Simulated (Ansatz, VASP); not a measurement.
# Two plane-wave programs on GaSb

File INCAR:

```
PREC = Accurate ; ENCUT = 520
EDIFF = 1E-7 ; ISMEAR = 0
SIGMA = 0.15 ; LREAL = False
LASPH = True ; NELM = 80
ALGO = Normal ; ISIF = 2
LWAVE = False ; LCHARG = False
GGA = PE ; NBANDS = 16
```

The input KPOINTS:

```
regular mesh
0
Gamma
  16 16 16
```

File POSCAR:

```
GaSb
1.0
   -1.5683933862      2.3957499065      3.1712435421
    1.5683933862     -2.3957499065      3.1712435421
    1.5683933862      2.3957499065     -3.1712435421
Ga Sb
1 1
Direct
    0.0000000000      0.0000000000      0.0000000000
    0.5000000000      0.5000000000      0.0000000000
```

Input for Ansatz:

```yaml
crystal:
  lattice:
    - [-1.5683933862, 2.3957499065, 3.1712435421]
    - [1.5683933862, -2.3957499065, 3.1712435421]
    - [1.5683933862, 2.3957499065, -3.1712435421]
  atoms:
    - { symbol: Ga, position: [0.0, 0.0, 0.0] }
    - { symbol: Sb, position: [0.5, 0.5, 0.0] }
basis:
  ecutwfc: 420
kpoints:
  mp_grid: { grid: [16, 16, 16] }
hamiltonian:
  xc: pbe
  pseudopotentials: { kind: paw, azcp: { folder: soft_1 } }
scf:
  occupations: { method: gaussian, width: 0.15 }
output:
  forces: true
  stress: true
  eigenvalues: true
  write_density: true
  write_potential: true
  elf: true
  volumetric_format: npy
```

Change from the starting cell: strain +e along x and -e along y +0.0267, strain +e along z and -e/2 along x and y +0.1000.

Alike in both runs: task single point; functional PBE; k mesh 16 × 16 × 16; occupations gaussian, width 0.15 eV; no spin polarisation.

|  | VASP | Ansatz |
| --- | --- | --- |
| version | VASP 6.6.1 | Ansatz 0.2.0 |
| potentials or method | VASP PAW PBE potentials, release 64 (Ga_d, Sb), cutoff 520 eV | scalar-relativistic, plane waves, PAW |
| valence electrons in the cell | 18 | 28 |

Ansatz gave:

- gap on the k mesh at the Fermi level (eV): none
- pressure (GPa): 3.1
- traceless stress, the component that is largest in VASP (GPa): -10.00

**Question.** Estimate VASP's values.

**Answer.** gap on the k mesh at the Fermi level (eV): none; pressure (GPa): 3.1; traceless stress, the component that is largest in VASP (GPa): -10.04.

A gap of «none» marks a metal or a gap that the smearing closes. VASP's potentials hold 18 valence electrons a cell and Ansatz's 28, so a difference there can come from the potentials and not from the codes.

Neither program's run includes spin-orbit coupling.
